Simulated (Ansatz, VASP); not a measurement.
## Pb: VASP beside Ansatz

```
Pb
1.0
     0.00000    3.38070    3.38070
     3.38070    0.00000    3.38070
     3.38070    3.38070    0.00000
Pb
2
Direct
  0.00000 0.00000 0.00000
  0.25000 0.25000 0.25000
```

Change from the starting cell: volume scaled by 0.95.

Alike in both runs: task single point; functional LDA; k mesh 8 × 8 × 8; occupations fermi-dirac, width 0.05 eV; no spin polarisation.

|  | VASP | Ansatz |
| --- | --- | --- |
| version | VASP 6.6.1 | Ansatz 0.2.0 |
| potentials or method | VASP PAW LDA potentials, release 64 (Pb_d), cutoff 520 eV | all-electron LAPW, scalar-relativistic |

|  | VASP | Ansatz | Ansatz less VASP |
| --- | --- | --- | --- |
| pressure (GPa) | 1.0 | 1.0 | 0.00 |

LDA's correlation is that of Perdew and Zunger in VASP and of Perdew and Wang (1992) in Ansatz. Ansatz ran all-electron here, and VASP with PAW potentials.

Neither program's run includes spin-orbit coupling.
